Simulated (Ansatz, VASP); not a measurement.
One calculation of HfB, two programs

```xyz
2
Lattice="0.0000 2.3100 2.3100 2.3100 0.0000 2.3100 2.3100 2.3100 0.0000" Properties=species:S:1:pos:R:3 pbc="T T T"
Hf    2.3100    2.3100    2.3100
B     0.0000    0.0000    0.0000
```

Alike in both runs: task relaxation of cell and atoms; functional BLYP; dispersion D3(BJ); k mesh 10 × 10 × 10; occupations fermi-dirac, width 0.05 eV; no spin polarisation.

|  | VASP | Ansatz |
| --- | --- | --- |
| version | VASP 6.6.1 | Ansatz 0.2.0 |
| potentials or method | VASP PAW PBE potentials, release 64 (Hf_pv, B) | Ansatz PAW |
| plane-wave cutoff (eV) | 600 | 420 |
| valence electrons in the cell | 13 | 29 |

Ansatz gave:

| Item | Value |
| --- | --- |
| gap on the k mesh at the Fermi level, each at its own relaxed structure (eV) | none |
| relaxed volume (Å³/atom) | 13.75 |
| relaxed cell length with the largest relative difference (Å) | 3.388 |

**Question.** Estimate VASP's values.

**Answer.** gap on the k mesh at the Fermi level, each at its own relaxed structure (eV): none; relaxed volume (Å³/atom): 13.82; relaxed cell length with the largest relative difference (Å): 3.394.

VASP's potentials were made for PBE, not for BLYP. A gap of «none» marks a metal or a gap that the smearing closes. VASP's potentials hold 13 valence electrons a cell and Ansatz's 29, so a difference there can come from the potentials and not from the codes.

Neither program's run includes spin-orbit coupling. Noted on Ansatz's run: the plane-wave basis is chosen anew once the cell has moved, so the energies of steps on either side of that aren't comparable.
